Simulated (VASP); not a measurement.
A run of VASP 6.6.1 is set up as follows.

The input INCAR:

```
PREC = Accurate ; ENCUT = 520
EDIFF = 1E-6 ; ISMEAR = -1
SIGMA = 0.05 ; LREAL = Auto
LASPH = T ; NELM = 60
ALGO = Normal ; ISIF = 2
LWAVE = F ; LCHARG = F
GGA = PE ; IBRION = 2
NSW = 45 ; EDIFFG = -0.08
```

File KPOINTS:

```
regular mesh
0
Gamma
  1 1 1
```

POSCAR

```
Sr4Ca12B
1.0
    9.0357520000      0.0000000000      0.0000000000
    0.0000000000      9.0357520000      0.0000000000
    0.0000000000      0.0000000000      9.0357520000
Sr Ca B
4 12 1
Direct
    0.0000000000      0.0000000000      0.0000000000
    0.5000000000      0.5000000000      0.0000000000
    0.5000000000      0.0000000000      0.5000000000
    0.0000000000      0.5000000000      0.5000000000
    0.2500000000      0.2500000000      0.2500000000
    0.7500000000      0.7500000000      0.7500000000
    0.5000000000      0.5000000000      0.5000000000
    0.7500000000      0.7500000000      0.2500000000
    0.2500000000      0.2500000000      0.7500000000
    0.0000000000      0.0000000000      0.5000000000
    0.7500000000      0.2500000000      0.7500000000
    0.2500000000      0.7500000000      0.2500000000
    0.0000000000      0.5000000000      0.0000000000
    0.2500000000      0.7500000000      0.7500000000
    0.7500000000      0.2500000000      0.2500000000
    0.5000000000      0.0000000000      0.0000000000
    0.3726872000      0.7488898000      0.5011021000
```

Potentials or basis: VASP PAW PBE potentials, release 64 (Sr_sv, Ca_sv, B).

Command:

```bash
$ cat potpaw_PBE.64/Sr_sv/POTCAR potpaw_PBE.64/Ca_sv/POTCAR potpaw_PBE.64/B/POTCAR > POTCAR
$ mpirun -np 1 vasp_gam > vasp.out
```

(1) Estimate the energy gained by relaxing.

(2) Estimate the band gap on the k mesh.

## Answers

(1) 18.3 meV/atom.

(2) zero (an odd number of electrons rules out a gap without spin polarisation).

Caveat: the k points lie up to 0.70 Å⁻¹ apart, too coarse for converged energies and pressures of a metal.
